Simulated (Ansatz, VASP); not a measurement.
# One calculation of Mo3W, two programs

File INCAR:

```
  ALGO = Fast
  EDIFF = 1E-7
  ENCUT = 520
  GGA = PE
  ISIF = 2
  ISMEAR = 0
  ISPIN = 2
  LASPH = T
  LCHARG = F
  LMAXMIX = 4
  LORBIT = 11
  LREAL = F
  LWAVE = F
  MAGMOM = 1 1 1 0
  NBANDS = 40
  NELM = 150
  PREC = Accurate
  SIGMA = 0.1
```

The input KPOINTS:

```
k-points
0
Gamma
  4 4 6
```

POSCAR

```
Mo3W
1.0
    4.4755724965      0.0000000000      0.0000000000
    0.0000000000      4.4755724965      0.0000000000
    0.0000000000      0.0000000000      3.1754520979
Mo W
3 1
Direct
    0.0000000000      0.0000000000      0.0000000000
    0.5000000000      0.0000000000      0.5000000000
    0.0000000000      0.5000000000      0.5000000000
    0.5000000000      0.5000000000      0.0000000000
```

Input for Ansatz:

```yaml
crystal:
  lattice:
    - [4.4755724965, 0.0, 0.0]
    - [0.0, 4.4755724965, 0.0]
    - [0.0, 0.0, 3.1754520979]
  atoms:
    - { symbol: Mo, position: [0.0, 0.0, 0.0], spin: 1.0 }
    - { symbol: Mo, position: [0.5, 0.0, 0.5], spin: 1.0 }
    - { symbol: Mo, position: [0.0, 0.5, 0.5], spin: 1.0 }
    - { symbol: W, position: [0.5, 0.5, 0.0] }
basis:
  ecutwfc: 420
kpoints:
  mp_grid: { grid: [4, 4, 6] }
hamiltonian:
  xc: pbe
scf:
  occupations: { method: gaussian, width: 0.1 }
  lower_state_search: "off"
output:
  forces: true
  stress: true
  eigenvalues: true
  populations: true
magnetization:
  spin_polarized: true
```

Alike in both runs: task single point; functional PBE; k mesh 4 × 4 × 6; occupations gaussian, width 0.1 eV; collinear spin.

|  | VASP | Ansatz |
| --- | --- | --- |
| version | VASP 6.6.1 | Ansatz 0.2.0 |
| potentials or method | VASP PAW PBE potentials, release 64 (Mo_sv, W_sv), cutoff 520 eV | scalar-relativistic, plane waves, PAW |
| valence electrons in the cell | 56 | 56 |

|  | VASP | Ansatz | Ansatz less VASP |
| --- | --- | --- | --- |
| gap on the k mesh at the Fermi level (eV) | none | none | - |
| pressure (GPa) | 0.5 | 0.0 | -0.50 |
| net moment per atom (μB) | 0.00 | 0.00 | 0.000 |

A gap of «none» marks a metal or a gap that the smearing closes. With one functional, cell and mesh, what is left measures potentials, basis and numerics. Ansatz's warnings: seeded moment not kept.

Spin-orbit coupling is off throughout.
